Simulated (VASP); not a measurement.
# BW5 in VASP: notebook

The runs below take BW5 through single point, with PBEsol.

Program: VASP 6.6.1. These are calculated values, not measurements. Logs are shortened: lines on timing, memory, paths and dates and some standing lists are left out, and cuts for length are marked.

**1. The cell of the first run**

The cell holds a slab with vacuum, 6 atoms: a = 3.154 Å, b = 3.154 Å, c = 25.309 Å, α = 90.00°, β = 90.00°, γ = 90.00°.

**2. Single point, PBEsol**

INCAR reads:

```
SYSTEM = BW5
PREC = Accurate
ENCUT = 520
EDIFF = 1E-6
ISMEAR = 0
SIGMA = 0.1
LREAL = .False.
LASPH = .True.
NELM = 100
ALGO = Normal
ISIF = 2
LWAVE = .False.
LCHARG = .True.
LDIPOL = .True.
IDIPOL = 3
DIPOL = 0.5 0.5 0.494
GGA = PS
LELF = .True.
LVHAR = .True.
LVACPOTAV = .True.
NBANDS = 46
```

KPOINTS reads:

```
regular mesh
0
Gamma
  9 9 1
  0 0 0
```

POSCAR reads:

```
BW5
1.0
    3.1543602768      0.0000000000      0.0000000000
    0.0000000000      3.1543602768      0.0000000000
    0.0000000000      0.0000000000     25.3087205537
W B
5 1
Direct
    0.5000000000      0.5000000000      0.3358526158
    0.0000000000      0.0000000000      0.3981702717
    0.5000000000      0.5000000000      0.4599288102
    0.0000000000      0.0000000000      0.5232686823
    0.5000000000      0.5000000000      0.5822702723
    0.5000000000      0.5000000000      0.6634860607
```

Potentials or basis: VASP PAW PBE potentials, release 64 (W_sv, B).

Started as:

```sh
$ cat potpaw_PBE.64/W_sv/POTCAR potpaw_PBE.64/B/POTCAR > POTCAR
$ mpirun -np 1 vasp_std > vasp.out
```

OUTCAR:

```text
SYSTEM = BW5
   PREC = Accurate
   ENCUT = 520
   EDIFF = 1E-6
   ISMEAR = 0
   LREAL = .False.
   LASPH = .True.
   NELM = 100
   ISIF = 2
   GGA = PS

 ion  position               nearest neighbor table
   1  0.500  0.500  0.336-   2 2.73   2 2.73   2 2.73   2 2.73   3 3.14
   2  0.000  0.000  0.398-   3 2.72   3 2.72   3 2.72   3 2.72   1 2.73   1 2.73   1 2.73   1 2.73
                             4 3.17
   3  0.500  0.500  0.460-   2 2.72   2 2.72   2 2.72   2 2.72   4 2.75   4 2.75   4 2.75   4 2.75
                             5 3.10   1 3.14
   4  0.000  0.000  0.523-   5 2.68   5 2.68   5 2.68   5 2.68   3 2.75   3 2.75   3 2.75   3 2.75
                             2 3.17
   5  0.500  0.500  0.582-   6 2.06   4 2.68   4 2.68   4 2.68   4 2.68   3 3.10
   6  0.500  0.500  0.663-   5 2.06

  LATTYP: Found a simple tetragonal cell.
 ALAT       =     3.1543602768
 C/A-ratio  =     8.0234083405

  Lattice vectors:

 A1 = (   3.1543602768,   0.0000000000,   0.0000000000)
 A2 = (   0.0000000000,   3.1543602768,   0.0000000000)
 A3 = (   0.0000000000,   0.0000000000,  25.3087205537)

Analysis of symmetry for initial positions (statically):
=====================================================================
 Subroutine PRICEL returns:
 Original cell was already a primitive cell.

 Routine SETGRP: Setting up the symmetry group for a
 simple tetragonal supercell.

 Subroutine GETGRP returns: Found  8 space group operations
 (whereof  8 operations were pure point group operations)
 out of a pool of 16 trial point group operations.

The static configuration has the point symmetry C_4v.

Analysis of symmetry for dynamics (positions and initial velocities):
=====================================================================
 Subroutine PRICEL returns:
 Original cell was already a primitive cell.

 Routine SETGRP: Setting up the symmetry group for a
 simple tetragonal supercell.

 Subroutine GETGRP returns: Found  8 space group operations
 (whereof  8 operations were pure point group operations)
 out of a pool of 16 trial point group operations.

The dynamic configuration has the point symmetry C_4v.

 Subroutine INISYM returns: Found  8 space group operations
 (whereof  8 operations are pure point group operations),
 and found     1 'primitive' translations

[... 88 lines left out ...]
   LSORBIT =      F    spin-orbit coupling
   LASPH  =      T    aspherical Exc in radial PAW
   ENCUT  =  520.0 eV  38.22 Ry    6.18 a.u.   5.87  5.87 47.06*2*pi/ulx,y,z
   NELM   =    100;   NELMIN=  2; NELMDL= -5     # of ELM steps
   EDIFF  = 0.1E-05   stopping-criterion for ELM
   LREAL  =      F    real-space projection
[... 7 lines left out ...]
   TEBEG  =    0.0;   TEEND  =   0.0 temperature during run
   PSTRESS=    0.0 pullay stress
   NELECT =      73.0000    total number of electrons
   NUPDOWN=      -1.0000    fix difference up-down
   EMIN   =  10.00;   EMAX   =-10.00  energy-range for DOS
   EFERMI =   0.00;   METHOD = LEGACY
   ISMEAR =     0;   SIGMA  =   0.10  broadening in eV -4-tet -1-fermi 0-gaus
   EFERMI_NEDOS =   21; number of points for ismear=-14 and -15
   IALGO  =     38    algorithm
   IMIX   =      4    mixing-type and parameters
     AMIX     =   0.40;   BMIX     =  1.00
     AMIX_MAG =   1.60;   BMIX_MAG =  1.00
  volume/ion in A,a.u.               =      41.97       283.23
  Fermi-wavevector in a.u.,A,eV,Ry     =   1.083473  2.047468 15.972073  1.173914
  Thomas-Fermi vector in A             =   2.219540
   LORBIT       =      0    0 simple, 1 ext, 2 COOP (PROOUT), +10 PAW based schemes
   GGA     = PS    functional components
   LHFCALC =     F    Hartree Fock is set to
   AEXX    =    0.0000 exact exchange contribution
   IVDW    =     0    specifies the selected vdW correction
   LEPSILON=     F    determine dielectric tensor
   LRPA    =     F    only Hartree local field effects (RPA)
 non-spin polarized calculation
 Gauss-broadening in eV      SIGMA  =   0.10
  energy-cutoff  :      520.00
  volume of cell :      251.82
 maximum number of plane-waves:      6860
 NGX is ok and might be reduce to    24
   NGX = 11   NGY = 11   NGZ = 95

 dipolmoment           0.000000      0.000000     -0.017428 electrons x Angstroem

 number of electron      73.0000003 magnetization

 dipolmoment           0.000000      0.000000      0.062526 electrons x Angstroem

 Free energy of the ion-electron system (eV)
  ---------------------------------------------------
  ext. energy  EPLUGINS =         0.00000000
  ---------------------------------------------------
  free energy    TOTEN  =       -67.59871791 eV

  energy without entropy =      -67.57077510  energy(sigma->0) =      -67.58474651

 E-fermi :   0.4904     XC(G=0):  -5.7820

 val. band max:        0.4644422433   @ k =   0.3333   0.2222   0.0000
 cond. band min:       0.5242486292   @ k =   0.3333   0.1111   0.0000
 fundamental gap:      0.0598063859
 Fermi energy:         0.4903632454

 k-point     1 :       0.0000    0.0000    0.0000
  band No.  band energies     occupation
      1     -73.5377      2.00000
      2     -73.4845      2.00000
      3     -73.2676      2.00000
      4     -73.0900      2.00000
      5     -72.8135      2.00000
      6     -37.9684      2.00000
[... 724 lines left out ...]
     45       3.9383      0.00000
     46       3.9900      0.00000

------------------------ aborting loop because EDIFF is reached ----------------------------------------

  FORCE on cell =-STRESS in cart. coord.  units (eV):
  Direction    XX          YY          ZZ          XY          YZ          ZX
  --------------------------------------------------------------------------------------
  -------------------------------------------------------------------------------------
  Total       -8.3524581     -8.3524581     -2.2966164      0.0000000      0.0000000      0.0000000
  in kB      -53.1412921    -53.1412921    -14.6118853      0.0000000      0.0000000      0.0000000
  external PRESSURE =     -40.2981565 kB  Pullay stress =       0.0000000 kB

 VOLUME and BASIS-vectors are now :
 -----------------------------------------------------------------------------
  energy-cutoff  :      520.00
  volume of cell :      251.82
      direct lattice vectors                 reciprocal lattice vectors
     3.154360277  0.000000000  0.000000000     0.317021492  0.000000000  0.000000000
     0.000000000  3.154360277  0.000000000     0.000000000  0.317021492  0.000000000
     0.000000000  0.000000000 25.308720554     0.000000000  0.000000000  0.039512072

 POSITION                                       TOTAL-FORCE (eV/Angst)
 -----------------------------------------------------------------------------------
      1.57718      1.57718      8.50000         0.000000      0.000000      1.508706
      0.00000      0.00000     10.07718        -0.000000      0.000000     -1.517469
      1.57718      1.57718     11.64021        -0.000000     -0.000000     -0.001197
      0.00000      0.00000     13.24326        -0.000000      0.000000     -0.026046
      1.57718      1.57718     14.73652        -0.000000      0.000000      0.009506
      1.57718      1.57718     16.79198        -0.000000      0.000000      0.026500
 -----------------------------------------------------------------------------------
    total drift:                                0.000000      0.000000     -0.000019

  FREE ENERGIE OF THE ION-ELECTRON SYSTEM (eV)
  ---------------------------------------------------
  free  energy   TOTEN  =       -67.5987179135 eV

  energy  without entropy=      -67.5707751038  energy(sigma->0) =      -67.58474651

 vacuum level on the upper side and lower side of the slab         5.970         4.833
```

Wall time 3.9 min (1 thread of Intel Xeon 6975P-C (Granite Rapids), shared host); peak memory 0.39 GiB.

What came out:

| Quantity | Value |
| --- | --- |
| Free energy | -67.5987 eV |
| Largest force | 1.517 eV/Å |

Forces in eV/Å, atoms in the order of the input:
```
W    0.000  0.000  1.509
W    0.000  0.000 -1.517
W    0.000  0.000 -0.001
W    0.000  0.000 -0.026
W    0.000  0.000  0.010
B    0.000  0.000  0.026
```

Levels at points of the mesh, in eV from the Fermi level:
```
           k point  band 33  band 34  band 35  band 36  band 37  band 38  band 39  band 40  band 41  band 42
(0.00, 0.00, 0.00)    -0.62    -0.62    -0.59    -0.25    -0.03     0.12     0.12     0.36     1.62     1.62
```

Caveat: the PAW data sets were made with another functional, which shifts forces and pressure a little; spin-orbit coupling is left out, which moves the levels of the heavy elements.

**3. Single point, PBEsol**

INCAR reads:

```
SYSTEM = BW5
  PREC = Accurate
  ENCUT = 520
  EDIFF = 1E-7
  ISMEAR = 0
  SIGMA = 0.1
  LREAL = .False.
  LASPH = .True.
  NELM = 80
  ALGO = Normal
  ISIF = 2
  LWAVE = .False.
  LCHARG = .False.
  LDIPOL = .True.
  IDIPOL = 3
  DIPOL = 0.5 0.5 0.485
  GGA = PS
  NBANDS = 46
```

KPOINTS reads:

```
Automatic mesh
0
Gamma
  9 9 1
  0 0 0
```

POSCAR reads:

```
BW5
1.0
    3.1543602768      0.0000000000      0.0000000000
    0.0000000000      3.1543602768      0.0000000000
    0.0000000000      0.0000000000     25.3087205537
W B
5 1
Direct
    0.5000000000      0.5000000000      0.3358526158
    0.0000000000      0.0000000000      0.3981702717
    0.5000000000      0.5000000000      0.4602575278
    0.0000000000      0.0000000000      0.5197431226
    0.5000000000      0.5000000000      0.5891310148
    0.0000000000      0.0000000000      0.6089076040
```

Potentials or basis: VASP PAW PBE potentials, release 64 (W_sv, B).

Started as:

```sh
$ cat potpaw_PBE.64/W_sv/POTCAR potpaw_PBE.64/B/POTCAR > POTCAR
$ mpirun -np 1 vasp_std > vasp.out
```

Wall time 3.8 min (1 thread of Intel Xeon 6975P-C (Granite Rapids), shared host); peak memory 0.38 GiB.

The run converged. Its results:

| Quantity | Value |
| --- | --- |
| Free energy | -71.9375 eV |
| Largest force | 1.847 eV/Å |

Forces in eV/Å, atoms in the order of the input:
```
W    0.000  0.000  1.790
W    0.000  0.000 -1.847
W    0.000  0.000  0.007
W    0.000  0.000 -0.002
W    0.000  0.000  0.024
B    0.000  0.000  0.028
```

Levels at points of the mesh, in eV from the Fermi level:
| k point | band 33 | band 34 | band 35 | band 36 | band 37 | band 38 | band 39 | band 40 | band 41 | band 42 |
| --- | --- | --- | --- | --- | --- | --- | --- | --- | --- | --- |
| (0.00, 0.00, 0.00) | -0.91 | -0.90 | -0.77 | -0.26 | -0.22 | -0.22 | 0.26 | 0.63 | 0.63 | 1.31 |

Caveat: the PAW data sets were made with another functional, which shifts forces and pressure a little; spin-orbit coupling is left out, which moves the levels of the heavy elements.
